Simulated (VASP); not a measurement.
Set up this calculation in VASP 6.6.1, as the native input.

* Task: electric field gradients
* Functional: LDA
* Potentials or basis: VASP PAW LDA potentials, release 64 (Zn, Se)
* Cutoff: 520 eV
* k mesh: 8 × 8 × 8
* Occupations: fermi-dirac, width 0.03 eV
* Spin: no spin polarisation
* Dipole correction: no
* Further INCAR settings: ALGO = Normal; EDIFF = 1e-08; NBANDS = 16

The structure of ZnSe lies in POSCAR:

```
ZnSe
1.0
    0.0000000000      2.8054620000      2.8338000000
    2.8054620000      0.0000000000      2.8338000000
    2.8054620000      2.8054620000      0.0000000000
Zn Se
1 1
Direct
    0.0000000000      0.0000000000      0.0000000000
    0.7500000000      0.7500000000      0.7500000000
```

This cell differs from its parent crystal: equal xx and yy strain of -1 %.

One way to write it, as run:

INCAR

```
PREC = Accurate
ENCUT = 520
EDIFF = 1E-8
ISMEAR = -1
SIGMA = 0.03
LREAL = F
LASPH = T
NELM = 60
ALGO = Normal
ISIF = 2
LWAVE = F
LCHARG = F
GGA = CA
LEFG = T
NBANDS = 16
```

KPOINTS

```
regular mesh
0
Gamma
  8 8 8
```

Potentials or basis: VASP PAW LDA potentials, release 64 (Zn, Se).

Command:

```console
$ cat potpaw_LDA.64/Zn/POTCAR potpaw_LDA.64/Se/POTCAR > POTCAR
$ mpirun -np 1 vasp_std > vasp.out
```

It gave:

The pressure is -1.9 GPa. The band gap on the k mesh is 1.14 eV, direct.

Caveat: the cell differs from its parent crystal (equal xx and yy strain of -1 %); without QUAD_EFG the Cq values of the log hold for a quadrupole moment of 1 mb, not for the nuclei.

Run time: 34 s on 1 thread of AMD EPYC 7R43 64-Core Processor (Zen 3), on a shared host, peak memory 0.14 GiB.
